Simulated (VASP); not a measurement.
# MoS2 (R-3m) in VASP: further runs

The runs below take MoS2 through single point, with PBEsol.

All numbers are computed with VASP 6.6.1; they aren't measurements. Logs are shortened: lines on timing, memory, paths and dates and some standing lists are left out, and cuts for length are marked.

### 1 The cell of the first run

Symmetry: R-3m, No. 166, trigonal system. The conventional cell has a = 3.171 Å, b = 3.171 Å, c = 18.345 Å, α = 90.00°, β = 90.00°, γ = 120.00°. Within 3.2 Å of Mo (site symmetry -3m) lie 6 S at 2.39 Å and 6 Mo at 3.17 Å. S (site symmetry 3m) has 3 Mo at 2.39 Å and 6 S at 3.17 Å within 3.2 Å.

### 2 Single point, PBEsol

INCAR reads:

```
SYSTEM = MoS2
  PREC = Accurate
  ENCUT = 520
  EDIFF = 1E-6
  ISMEAR = -1
  SIGMA = 0.05
  LREAL = .FALSE.
  LASPH = .TRUE.
  NELM = 60
  ALGO = Normal
  ISIF = 2
  LWAVE = .FALSE.
  LCHARG = .TRUE.
  GGA = PS
  LELF = .TRUE.
  LVHAR = .TRUE.
  NBANDS = 20
```

KPOINTS reads:

```
regular mesh
0
G
  8 8 8
  0 0 0
```

POSCAR reads:

```
MoS2
1.0
    1.5855000000      0.9153888518      6.1149966667
   -1.5855000000      0.9153888518      6.1149966667
    0.0000000000     -1.8307777036      6.1149966667
Mo S
1 2
Direct
    0.0000000000      0.0000000000      0.0000000000
    0.2500000000      0.2500000000      0.2500000000
    0.7500000000      0.7500000000      0.7500000000
```

Potentials or basis: VASP PAW PBE potentials, release 64 (Mo_sv, S).

Launch:

```bash
$ cat potpaw_PBE.64/Mo_sv/POTCAR potpaw_PBE.64/S/POTCAR > POTCAR
$ mpirun -np 1 vasp_std > vasp.out
```

OUTCAR:

```text
SYSTEM = MoS2
   PREC = Accurate
   ENCUT = 520
   EDIFF = 1E-6
   ISMEAR = -1
   LREAL = .FALSE.
   LASPH = .TRUE.
   NELM = 60
   ISIF = 2
   GGA = PS

 ion  position               nearest neighbor table
   1  0.000  0.000  0.000-   3 2.39   2 2.39   3 2.39   3 2.39   2 2.39   2 2.39
   2  0.250  0.250  0.250-   1 2.39   1 2.39   1 2.39
   3  0.750  0.750  0.750-   1 2.39   1 2.39   1 2.39

  LATTYP: Found a trigonal (rhomboedric) cell.
 ALAT       =     6.3831756386
 COS(alpha) =     0.8766074614

  Lattice vectors:

 A1 = (   1.5855000000,   0.9153888518,   6.1149966667)
 A2 = (  -1.5855000000,   0.9153888518,   6.1149966667)
 A3 = (   0.0000000000,  -1.8307777036,   6.1149966667)

Analysis of symmetry for initial positions (statically):
=====================================================================
 Subroutine PRICEL returns:
 Original cell was already a primitive cell.

 Routine SETGRP: Setting up the symmetry group for a
 trigonal (rhombohedral) supercell.

 Subroutine GETGRP returns: Found 12 space group operations
 (whereof 12 operations were pure point group operations)
 out of a pool of 12 trial point group operations.

The static configuration has the point symmetry D_3d.

Analysis of symmetry for dynamics (positions and initial velocities):
=====================================================================
 Subroutine PRICEL returns:
 Original cell was already a primitive cell.

 Routine SETGRP: Setting up the symmetry group for a
 trigonal (rhombohedral) supercell.

 Subroutine GETGRP returns: Found 12 space group operations
 (whereof 12 operations were pure point group operations)
 out of a pool of 12 trial point group operations.

The dynamic configuration has the point symmetry D_3d.

 Subroutine INISYM returns: Found 12 space group operations
 (whereof 12 operations are pure point group operations),
 and found     1 'primitive' translations

----------------------------------------------------------------------------------------

                                     Primitive cell

  volume of cell :      53.2500

  direct lattice vectors                    reciprocal lattice vectors
     1.585500000  0.915388852  6.114996667     0.315357931  0.182071986  0.054510796
    -1.585500000  0.915388852  6.114996667    -0.315357931  0.182071986  0.054510796
     0.000000000 -1.830777704  6.114996667     0.000000000 -0.364143973  0.054510796

  length of vectors
     6.383175639  6.383175639  6.383175639     0.368201385  0.368201385  0.368201385

  position of ions in fractional coordinates (direct lattice)
     0.000000000  0.000000000  0.000000000
     0.250000000  0.250000000  0.250000000
     0.750000000  0.750000000  0.750000000

  ion indices of the primitive-cell ions
   primitive index   ion index
                 1           1
                 2           2
                 3           3

----------------------------------------------------------------------------------------

 KPOINTS: regular mesh

Automatic generation of k-mesh.
 Grid dimensions read from file:
 generate k-points for:    8    8    8

 Generating k-lattice:

  Cartesian coordinates                     Fractional coordinates (reciprocal lattice)
     0.039419741  0.022758998  0.006813849     0.125000000  0.000000000  0.000000000
    -0.039419741  0.022758998  0.006813849     0.000000000  0.125000000  0.000000000
     0.000000000 -0.045517997  0.006813849     0.000000000  0.000000000  0.125000000

  Length of vectors
     0.046025173  0.046025173  0.046025173

  Shift w.r.t. Gamma in fractional coordinates (k-lattice)
     0.000000000  0.000000000  0.000000000

 Subroutine IBZKPT returns following result:
 ===========================================

 Found     65 irreducible k-points:

 Following reciprocal coordinates:
            Coordinates               Weight
  0.000000  0.000000  0.000000      1.000000
  0.125000  0.000000  0.000000      6.000000
  0.250000  0.000000  0.000000      6.000000
  0.375000  0.000000  0.000000      6.000000
  0.500000  0.000000  0.000000      3.000000
  0.125000  0.125000  0.000000      6.000000
[... 16 lines left out ...]
  0.250000  0.125000  0.125000      6.000000
  0.375000  0.125000  0.125000      6.000000
 [... further k-points ...]
   k-points           NKPTS =     65   k-points in BZ     NKDIM =     65   number of bands    NBANDS=     20
   number of dos      NEDOS =    301   number of ions     NIONS =      3
   total plane-waves  NPLWV = 110592
   dimension x,y,z NGX =    48 NGY =   48 NGZ =   48
   dimension x,y,z NGXF=    96 NGYF=   96 NGZF=   96
   ions per type =               1   2
   NGX,Y,Z   is equivalent  to a cutoff of  12.50, 12.50, 12.50 a.u.
   NGXF,Y,Z  is equivalent  to a cutoff of  25.00, 25.00, 25.00 a.u.
 SYSTEM =  MoS2
   PREC   = accura    normal or accurate (medium, high low for compatibility)
   ISTART =      0    job   : 0-new  1-cont  2-samecut
   ICHARG =      2    charge: 1-file 2-atom 10-const
   ISPIN  =      1    spin polarized calculation?
   LNONCOLLINEAR =      F non collinear calculations
   LSORBIT =      F    spin-orbit coupling
   LASPH  =      T    aspherical Exc in radial PAW
   ENCUT  =  520.0 eV  38.22 Ry    6.18 a.u.  11.87 11.87 11.87*2*pi/ulx,y,z
   NELM   =     60;   NELMIN=  2; NELMDL= -5     # of ELM steps
   EDIFF  = 0.1E-05   stopping-criterion for ELM
   LREAL  =      F    real-space projection
   EDIFFG = 0.1E-04   stopping-criterion for IOM
   NSW    =      0    number of steps for IOM
   IBRION =     -1    ionic relax: 0-MD 1-quasi-New 2-CG
   NFREE  =      0    steps in history (QN), initial steepest desc. (CG)
   ISIF   =      2    stress and relaxation
   ISYM   =      2    0-nonsym 1-usesym 2-fastsym
   POTIM  = 0.5000    time-step for ionic-motion
   TEBEG  =    0.0;   TEEND  =   0.0 temperature during run
   PSTRESS=    0.0 pullay stress
   NELECT =      26.0000    total number of electrons
   NUPDOWN=      -1.0000    fix difference up-down
   EMIN   =  10.00;   EMAX   =-10.00  energy-range for DOS
   EFERMI =   0.00;   METHOD = LEGACY
   ISMEAR =    -1;   SIGMA  =   0.05  broadening in eV -4-tet -1-fermi 0-gaus
   EFERMI_NEDOS =   21; number of points for ismear=-14 and -15
   IALGO  =     38    algorithm
   IMIX   =      4    mixing-type and parameters
     AMIX     =   0.40;   BMIX     =  1.00
     AMIX_MAG =   1.60;   BMIX_MAG =  1.00
  volume/ion in A,a.u.               =      17.75       119.78
  Fermi-wavevector in a.u.,A,eV,Ry     =   1.289118  2.436081 22.610522  1.661826
  Thomas-Fermi vector in A             =   2.421031
   LORBIT       =      0    0 simple, 1 ext, 2 COOP (PROOUT), +10 PAW based schemes
   GGA     = PS    functional components
   LHFCALC =     F    Hartree Fock is set to
   AEXX    =    0.0000 exact exchange contribution
   IVDW    =     0    specifies the selected vdW correction
   LEPSILON=     F    determine dielectric tensor
   LRPA    =     F    only Hartree local field effects (RPA)
 non-spin polarized calculation
  energy-cutoff  :      520.00
  volume of cell :       53.25
 maximum number of plane-waves:      1447
   NGX = 23   NGY = 23   NGZ = 23

 number of electron      25.9999998 magnetization

 Free energy of the ion-electron system (eV)
  ---------------------------------------------------
  ext. energy  EPLUGINS =         0.00000000
  ---------------------------------------------------
  free energy    TOTEN  =       -22.58349073 eV

  energy without entropy =      -22.56906131  energy(sigma->0) =      -22.57627602

 E-fermi :   7.6855     XC(G=0): -11.0045

 val. band max:        7.6522970270   @ k =  -0.3750   0.3750   0.1250
 cond. band min:       7.7055640843   @ k =  -0.3750   0.2500   0.0000
 fundamental gap:      0.0532670573
 Fermi energy:         7.6854569008

 k-point     1 :       0.0000    0.0000    0.0000
  band No.  band energies     occupation
      1     -53.9772      2.00000
      2     -28.0884      2.00000
      3     -28.0018      2.00000
      4     -28.0018      2.00000
      5      -7.4869      2.00000
      6      -5.8284      2.00000
[... 12 lines left out ...]
     19      14.3180      0.00000
     20      17.2341      0.00000

 k-point     2 :       0.1250    0.0000    0.0000
  band No.  band energies     occupation
      1     -53.9712      2.00000
      2     -28.0765      2.00000
      3     -28.0618      2.00000
      4     -28.0154      2.00000
      5      -7.2305      2.00000
      6      -5.7865      2.00000
[... 12 lines left out ...]
     19      15.1065      0.00000
     20      16.6361      0.00000

 k-point     3 :       0.2500    0.0000    0.0000
  band No.  band energies     occupation
      1     -53.9568      2.00000
      2     -28.2048      2.00000
      3     -28.0482      2.00000
      4     -28.0471      2.00000
      5      -6.5627      2.00000
      6      -5.6504      2.00000
[... 12 lines left out ...]
     19      15.6147      0.00000
     20      16.7819      0.00000

 k-point     4 :       0.3750    0.0000    0.0000
  band No.  band energies     occupation
      1     -53.9423      2.00000
      2     -28.3445      2.00000
      3     -28.0807      2.00000
      4     -28.0177      2.00000
      5      -5.9545      2.00000
      6      -5.2563      2.00000
[... 12 lines left out ...]
     19      14.9799      0.00000
     20      15.6817      0.00000

 k-point     5 :       0.5000    0.0000    0.0000
  band No.  band energies     occupation
      1     -53.9363      2.00000
      2     -28.4015      2.00000
      3     -28.0941      2.00000
      4     -28.0055      2.00000
      5      -5.8212      2.00000
      6      -4.8585      2.00000
[... 12 lines left out ...]
     19      14.5602      0.00000
     20      14.9767      0.00000
[... 353 lines left out ...]
      6      -4.9703      2.00000
[... 12 lines left out ...]
     19      13.6103      0.00000
     20      15.3048      0.00000

 k-point    22 :       0.1250    0.1250    0.1250
  band No.  band energies     occupation
      1     -53.9772      2.00000
      2     -28.0884      2.00000
      3     -28.0018      2.00000
      4     -28.0018      2.00000
      5      -7.4568      2.00000
      6      -5.8840      2.00000
[... 12 lines left out ...]
     19      14.5395      0.00000
     20      17.2690      0.00000

 k-point    23 :       0.2500    0.1250    0.1250
  band No.  band energies     occupation
      1     -53.9712      2.00000
      2     -28.0765      2.00000
      3     -28.0618      2.00000
      4     -28.0154      2.00000
      5      -7.1839      2.00000
      6      -5.8638      2.00000
[... 12 lines left out ...]
     19      15.5072      0.00000
     20      16.6352      0.00000

 k-point    24 :       0.3750    0.1250    0.1250
  band No.  band energies     occupation
      1     -53.9568      2.00000
      2     -28.2048      2.00000
      3     -28.0482      2.00000
      4     -28.0471      2.00000
      5      -6.5217      2.00000
      6      -5.7020      2.00000
[... 12 lines left out ...]
     19      15.8821      0.00000
     20      16.7859      0.00000

 [... further k-points ...]

------------------------ aborting loop because EDIFF is reached ----------------------------------------

  FORCE on cell =-STRESS in cart. coord.  units (eV):
  Direction    XX          YY          ZZ          XY          YZ          ZX
  --------------------------------------------------------------------------------------
  -------------------------------------------------------------------------------------
  Total        0.4613579      0.4613579      2.0083715      0.0000000     -0.0000000     -0.0000000
  in kB       13.8812712     13.8812712     60.4275923      0.0000000     -0.0000000     -0.0000000
  external PRESSURE =      29.3967116 kB  Pullay stress =       0.0000000 kB

 VOLUME and BASIS-vectors are now :
 -----------------------------------------------------------------------------
  energy-cutoff  :      520.00
  volume of cell :       53.25
      direct lattice vectors                 reciprocal lattice vectors
     1.585500000  0.915388852  6.114996667     0.315357931  0.182071986  0.054510796
    -1.585500000  0.915388852  6.114996667    -0.315357931  0.182071986  0.054510796
     0.000000000 -1.830777704  6.114996667     0.000000000 -0.364143973  0.054510796

 POSITION                                       TOTAL-FORCE (eV/Angst)
 -----------------------------------------------------------------------------------
      0.00000      0.00000      0.00000         0.000000     -0.000000      0.000000
      0.00000      0.00000      4.58625         0.000000      0.000000     -0.748493
      0.00000      0.00000     13.75874         0.000000     -0.000000      0.748493
 -----------------------------------------------------------------------------------
    total drift:                               -0.000000      0.000000      0.000000

  FREE ENERGIE OF THE ION-ELECTRON SYSTEM (eV)
  ---------------------------------------------------
  free  energy   TOTEN  =       -22.5834907322 eV

  energy  without entropy=      -22.5690613111  energy(sigma->0) =      -22.57627602
```

It took 3.6 min on 1 thread of Intel Xeon Platinum 8259CL at 2.50GHz (Skylake/Cascade Lake), shared host; peak memory 0.34 GiB.

What came out:

```yaml
Free_energy: -22.5835 eV
Pressure: 2.9 GPa
Largest_force: 0.748 eV/Å
Band_gap_on_the_k_mesh: zero (bands 13 and 14 overlap by 0.38 eV)
```

Forces on the atoms (eV/Å):
```
Mo   0.000  0.000  0.000
S    0.000  0.000 -0.748
S    0.000  0.000  0.748
```

Caveat: the PAW data sets were made with another functional, which shifts forces and pressure a little.

### 3 Single point, PBEsol, non-collinear spin, zero start, spin-orbit coupling

INCAR reads:

```
SYSTEM = MoS2
ALGO     = Normal         ! electronic algorithm
EDIFF    = 1E-6           ! SCF threshold, eV
ENCUT    = 520            ! plane-wave cutoff, eV
GGA      = PS             ! functional
GGA_COMPAT= .FALSE.      
ISIF     = 2              ! what is computed and relaxed
ISMEAR   = -1             ! smearing method
LASPH    = .TRUE.         ! aspherical terms in the spheres
LCHARG   = .FALSE.        ! write CHGCAR
LMAXMIX  = 4              ! l up to which the mixer works
LNONCOLLINEAR= .TRUE.         ! non-collinear magnetism
LORBIT   = 11             ! projections on sites
LORBMOM  = .TRUE.       
LREAL    = .FALSE.        ! projectors in reciprocal space
LSORBIT  = .TRUE.         ! spin-orbit coupling
LWAVE    = .FALSE.        ! write WAVECAR
MAGMOM   = 0 0 0 0 0 0 0 0 0 ! initial moments
NBANDS   = 39             ! bands
NELM     = 150            ! most SCF steps
PREC     = Accurate       ! precision mode
SIGMA    = 0.05           ! smearing width, eV
```

KPOINTS reads:

```
k-points
0
G
  8 8 8
  0 0 0
```

POSCAR is that of step 2.

Potentials or basis: VASP PAW PBE potentials, release 64 (Mo_sv, S).

Launch:

```bash
$ cat potpaw_PBE.64/Mo_sv/POTCAR potpaw_PBE.64/S/POTCAR > POTCAR
$ mpirun -np 1 vasp_ncl > vasp.out
```

OUTCAR:

```text
SYSTEM = MoS2
   EDIFF = 1E-6
   ENCUT = 520
   GGA = PS
   ISIF = 2
   ISMEAR = -1
   LASPH = .TRUE.
   LNONCOLLINEAR = .TRUE.
   LORBIT = 11
   LREAL = .FALSE.
   LSORBIT = .TRUE.
   NELM = 150
   PREC = Accurate

 ion  position               nearest neighbor table
   1  0.000  0.000  0.000-   3 2.39   2 2.39   3 2.39   3 2.39   2 2.39   2 2.39
   2  0.250  0.250  0.250-   1 2.39   1 2.39   1 2.39
   3  0.750  0.750  0.750-   1 2.39   1 2.39   1 2.39

  LATTYP: Found a trigonal (rhomboedric) cell.
 ALAT       =     6.3831756386
 COS(alpha) =     0.8766074614

  Lattice vectors:

 A1 = (   1.5855000000,   0.9153888518,   6.1149966667)
 A2 = (  -1.5855000000,   0.9153888518,   6.1149966667)
 A3 = (   0.0000000000,  -1.8307777036,   6.1149966667)

Analysis of symmetry for initial positions (statically):
=====================================================================
 Subroutine PRICEL returns:
 Original cell was already a primitive cell.

 Routine SETGRP: Setting up the symmetry group for a
 trigonal (rhombohedral) supercell.

 Subroutine GETGRP returns: Found 12 space group operations
[... 1254 lines left out ...]
    -0.0005276    -0.0003585    -0.0020833     0.0000000    -0.0005276
    -0.0029984    -0.0005276     0.0000000    -0.0005276     0.0000000
 l=   3
     0.0000000     0.0000000     0.0000000     0.0000000     0.0000000     0.0000000     0.0000000
     0.0000000     0.0000000     0.0000000     0.0000000     0.0000000     0.0000000     0.0000000
     0.0000000     0.0000000     0.0000000     0.0000000     0.0000000     0.0000000     0.0000000
     0.0000000     0.0000000     0.0000000     0.0000000     0.0000000     0.0000000     0.0000000
[... 29 lines left out ...]
 l=   2
     0.0000000     0.0000000     0.0000000     0.0000000     0.0000000
     0.0000000     0.0000000     0.0000000     0.0000000     0.0000000
     0.0000000     0.0000000     0.0000000     0.0000000     0.0000000
     0.0000000     0.0000000     0.0000000     0.0000000     0.0000000
     0.0000000     0.0000000     0.0000000     0.0000000     0.0000000
 l=   3
     0.0000000     0.0000000     0.0000000     0.0000000     0.0000000     0.0000000     0.0000000
     0.0000000     0.0000000     0.0000000     0.0000000     0.0000000     0.0000000     0.0000000
     0.0000000     0.0000000     0.0000000     0.0000000     0.0000000     0.0000000     0.0000000
     0.0000000     0.0000000     0.0000000     0.0000000     0.0000000     0.0000000     0.0000000
     0.0000000     0.0000000     0.0000000     0.0000000     0.0000000     0.0000000     0.0000000
     0.0000000     0.0000000     0.0000000     0.0000000     0.0000000     0.0000000     0.0000000
     0.0000000     0.0000000     0.0000000     0.0000000     0.0000000     0.0000000     0.0000000

 total charge

# of ion       s       p       d       tot
------------------------------------------
    1        2.308   6.236   3.973  12.516
    2        1.360   2.321   0.000   3.681
    3        1.360   2.321   0.000   3.681
--------------------------------------------------
tot          5.028  10.878   3.973  19.878

 magnetization (x)

# of ion       s       p       d       tot
------------------------------------------
    1        0.000  -0.000  -0.000  -0.000
    2        0.000  -0.000   0.000  -0.000
    3        0.000  -0.000   0.000  -0.000
--------------------------------------------------
tot          0.000  -0.000  -0.000  -0.000

 magnetization (y)

# of ion       s       p       d       tot
------------------------------------------
    1        0.000   0.000   0.000   0.000
    2        0.000   0.000   0.000   0.000
    3        0.000   0.000   0.000   0.000
--------------------------------------------------
tot          0.000   0.000   0.000   0.000

 magnetization (z)

# of ion       s       p       d       tot
------------------------------------------
    1        0.000   0.000   0.000   0.000
    2        0.000   0.000   0.000   0.000
    3        0.000   0.000   0.000   0.000
--------------------------------------------------
tot          0.000   0.000   0.000   0.000
```

It took 24 min on 1 thread of Intel Xeon Platinum 8259CL at 2.50GHz (Skylake/Cascade Lake), shared host; peak memory 0.81 GiB.

What came out:

```
Free energy                                           : -22.6844 eV
Pressure                                              : 3.0 GPa
Largest force                                         : 0.752 eV/Å
Net moment                                            : 0.00 μB per cell
Valence electrons inside the program's atomic spheres : Mo 12.52; S 3.68
```

Forces in eV/Å, atoms in the order of the input:
```
Mo   0.000  0.000  0.000
S    0.000  0.000 -0.752
S    0.000  0.000  0.752
```

Moments on the atoms (μB; x, y, z):
```
Mo  0.00 0.00 0.00
S   0.00 0.00 0.00
S   0.00 0.00 0.00
```

Caveat: the PAW data sets were made with another functional, which shifts forces and pressure a little.

The gap in the log of VASP goes by the Fermi energy; the results here count the filled bands.